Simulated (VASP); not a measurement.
BN (Qingsongite), 2 atoms in the cell. It takes space group I-4m2 (No. 119, tetragonal). Conventional cell: a = 2.505 Å, b = 2.505 Å, c = 3.615 Å, α = 90.00°, β = 90.00°, γ = 90.00°. B (site symmetry -4m2) has 4 N at 1.54 Å within 2.1 Å. N (site symmetry -4m2) has 4 B at 1.54 Å within 2.1 Å. 

```yaml
Program: VASP 6.6.1
Task: single point
Functional: r2SCAN
Potentials_or_basis: VASP PAW PBE potentials, release 64 (B_h, N_h)
Cutoff: 910 eV
k_mesh: 10 × 10 × 10
Occupations: gaussian, width 0.05 eV
Spin: no spin polarisation
Dipole_correction: no
Second_run: hard_potentials
Further_INCAR_settings: ALGO = Normal; EDIFF = 1e-06; NBANDS = 11
```

Potentials or basis: VASP PAW PBE potentials, release 64 (B_h, N_h).

Run with:

```console
$ cat potpaw_PBE.64/B_h/POTCAR potpaw_PBE.64/N_h/POTCAR > POTCAR
$ cp INCAR.step1 INCAR
$ mpirun -np 1 vasp_std > vasp.out
$ cp INCAR.step2 INCAR
$ mpirun -np 1 vasp_std > vasp.out
```

Hardware: 1 thread of Intel(R) Xeon(R) 6975P-C (Granite Rapids), with other jobs on the host.

**Question.** How long does it take, and how much memory?

**Answer.** Run time: 50 s on 1 thread of Intel(R) Xeon(R) 6975P-C (Granite Rapids), with other jobs on the host, peak memory 0.17 GiB. Counts: k points 102.
